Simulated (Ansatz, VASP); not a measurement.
## Ir: VASP beside Ansatz

INCAR

```
PREC = Accurate
ENCUT = 600
EDIFF = 1E-7
ISMEAR = -1
SIGMA = 0.1
LREAL = F
LASPH = T
NELM = 100
ALGO = Normal
ISIF = 3
LWAVE = F
LCHARG = F
GGA = PS
IBRION = 2
NSW = 80
EDIFFG = -0.01
```

File KPOINTS:

```
regular mesh
0
Gamma
  9 9 12
```

The input POSCAR:

```
Ir
1.0
    4.3081096287      0.0000000000      0.0000000000
   -2.1540548143      3.7309323807      0.0000000000
    0.0000000000      0.0000000000      2.6408712024
Ir
3
Direct
    0.0000000000      0.0000000000      0.0000000000
    0.3333333333      0.6666666667      0.5000000000
    0.6666666667      0.3333333333      0.5000000000
```

Input for Ansatz:

```yaml
crystal:
  lattice:
    - [4.3081096287, 0.0, 0.0]
    - [-2.1540548143, 3.7309323807, 0.0]
    - [0.0, 0.0, 2.6408712024]
  atoms:
    - { symbol: Ir, position: [0.0, 0.0, 0.0] }
    - { symbol: Ir, position: [0.3333333333, 0.6666666667, 0.5] }
    - { symbol: Ir, position: [0.6666666667, 0.3333333333, 0.5] }
hamiltonian:
  xc: pbesol
  pseudopotentials:
    kind: paw
    azcp:
      Ir: "pseudopotentials/Ir.paw.azcp"
basis:
  ecutwfc: 420
  fft_grid_basis: typed
kpoints:
  mp_grid: { grid: [9, 9, 12], shift: [0, 0, 0] }
magnetization:
  spin_polarized: false
scf:
  occupations: { method: fermi_dirac, width: 0.1 }
relax:
  max_steps: 60
  f_tol: 0.01
  cell: {}
output:
  write_density: true
  write_potential: true
  elf: true
  volumetric_format: npy
```

Alike in both runs: task relaxation of cell and atoms; functional PBEsol; k mesh 9 × 9 × 12; occupations fermi-dirac, width 0.1 eV; no spin polarisation.

|  | VASP | Ansatz |
| --- | --- | --- |
| version | VASP 6.6.1 | Ansatz 0.2.0 |
| potentials or method | VASP PAW PBE potentials, release 64 (Ir), cutoff 600 eV | plane waves (420 eV) with PAW, scalar-relativistic |
| valence electrons in the cell | 27 | 51 |

Ansatz gave:

| Property | Result |
| --- | --- |
| relaxed volume (Å³/atom) | 14.50 |
| relaxed cell length with the largest relative difference (Å) | 4.334 |

Q: Which values does VASP return?

A: Relaxed volume (Å³/atom): 14.53; relaxed cell length with the largest relative difference (Å): 4.338.

VASP's potentials were made for PBE, not for PBEsol, and Ansatz warns of the same on its side. VASP's potentials hold 27 valence electrons a cell and Ansatz's 51, so a difference there can come from the potentials and not from the codes.

Spin-orbit coupling is off throughout.
